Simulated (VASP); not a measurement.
The system is BN.

```
CELL_PARAMETERS angstrom
2.49134 0.00000 0.00000
-1.24567 2.15756 0.00000
0.00000 0.00000 4.00106
ATOMIC_POSITIONS crystal
B 0.00000 0.00000 0.00000
B 0.00000 0.00000 0.50000
N 0.33333 0.66667 0.25000
N 0.66667 0.33333 0.75000
```

Base run:

| Quantity | Value |
| --- | --- |
| Program | VASP 6.6.1 |
| Functional | PBE |
| Potentials or basis | VASP PAW PBE potentials, release 64 (B, N) |
| Cutoff | 520 eV |
| k mesh | 12 × 12 × 6 |
| Occupations | fermi-dirac, width 0.02 eV |
| Spin | no spin polarisation |

Its results: band gap on the k mesh 1.58 eV, indirect (least direct gap 5.23 eV); pressure 4.5 GPa.

Q: The run is repeated on the same cell with these changes: functional from PBE to r2SCAN; occupations from fermi-dirac, width 0.02 eV to gaussian, width 0.01 eV. What comes out?

A: Band gap on the k mesh 1.82 eV, indirect (least direct gap 5.67 eV); pressure 0.4 GPa.

Caveats: the PAW data sets were made with another functional, which shifts forces and pressure a little (some runs).

A k mesh can miss the band edges.
